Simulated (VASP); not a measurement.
Ga:

```
Ga
1.0
     2.72170    0.00000    0.00000
     0.00000    3.21462    0.00000
    -1.31601    0.00000    3.90882
Ga
2
Cartesian
  -0.6472 2.4110 3.0104
  2.0529 0.8037 0.8984
```

Base run:

- Program: VASP 6.6.1
- Functional: PBE
- Potentials or basis: VASP PAW PBE potentials, release 64 (Ga_d)
- Cutoff: 520 eV
- k mesh: 10 × 8 × 7
- Occupations: fermi-dirac, width 0.05 eV
- Spin: no spin polarisation

Its results: band gap on the k mesh zero (bands 13 and 14 overlap by 8.78 eV); pressure 7.6 GPa; largest force 0.112 eV/Å.

Problem. The run is repeated on the same cell with these changes: functional from PBE to PBE0; k mesh from 10 × 8 × 7 to 6 × 4 × 4. What comes out?

Solution. Band gap on the k mesh zero (bands 13 and 14 overlap by 10.81 eV); pressure 4.4 GPa; largest force 0.139 eV/Å.

Several settings changed at once.

Caveats: some runs use coarse meshes; the cell stands under pressure (at least some runs); the PAW data sets were made with another functional, which shifts forces and pressure a little (at least some runs).
